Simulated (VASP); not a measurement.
Write the native input for VASP 6.6.1 that does the following.

| Item | Value |
| --- | --- |
| Task | single point |
| Functional | PBEsol |
| Potentials or basis | VASP PAW PBE potentials, release 64 (Zn, Se) |
| Cutoff | 500 eV |
| k mesh | 12 × 12 × 12 |
| Occupations | tetrahedron |
| Spin | no spin polarisation |
| Dipole correction | no |
| Further INCAR settings | ALGO = Normal; EDIFF = 1e-06; NBANDS = 16 |

The structure of ZnSe lies in POSCAR:

```
ZnSe
1.0
    0.0000000000      2.8166002278      2.8166002278
    2.8166002278      0.0000000000      2.8166002278
    2.8166002278      2.8166002278      0.0000000000
Zn Se
1 1
Direct
    0.0000000000      0.0000000000      0.0000000000
    0.7500000000      0.7500000000      0.7500000000
```

One way to write it, as run:

INCAR

```
ALGO     = Normal         # electronic algorithm
EDIFF    = 1E-6           # SCF threshold, eV
ENCUT    = 500            # plane-wave cutoff, eV
GGA      = PS             # functional
GGA_COMPAT= F            
ISIF     = 2              # what is computed and relaxed
ISMEAR   = -4             # smearing method
LASPH    = T              # aspherical terms in the spheres
LCHARG   = F              # write CHGCAR
LREAL    = F              # projectors in reciprocal space
LWAVE    = F              # write WAVECAR
NBANDS   = 16             # bands
NELM     = 120            # most SCF steps
PREC     = Accurate       # precision mode
SIGMA    = 0.02           # smearing width, eV
```

KPOINTS

```
k-points
0
Gamma
  12 12 12
```

Potentials or basis: VASP PAW PBE potentials, release 64 (Zn, Se).

Command:

```sh
$ cat potpaw_PBE.64/Zn/POTCAR potpaw_PBE.64/Se/POTCAR > POTCAR
$ mpirun -np 1 vasp_std > vasp.out
```

Results of the run:

```yaml
Pressure: 0.3 GPa
Band_gap_on_the_k_mesh: 1.24 eV
```

Caveat: the PAW data sets were made with another functional, which shifts forces and pressure a little.

Run time: 93 s on 1 thread of Intel Xeon 8259CL, with other jobs on the host, peak memory 0.2 GiB.
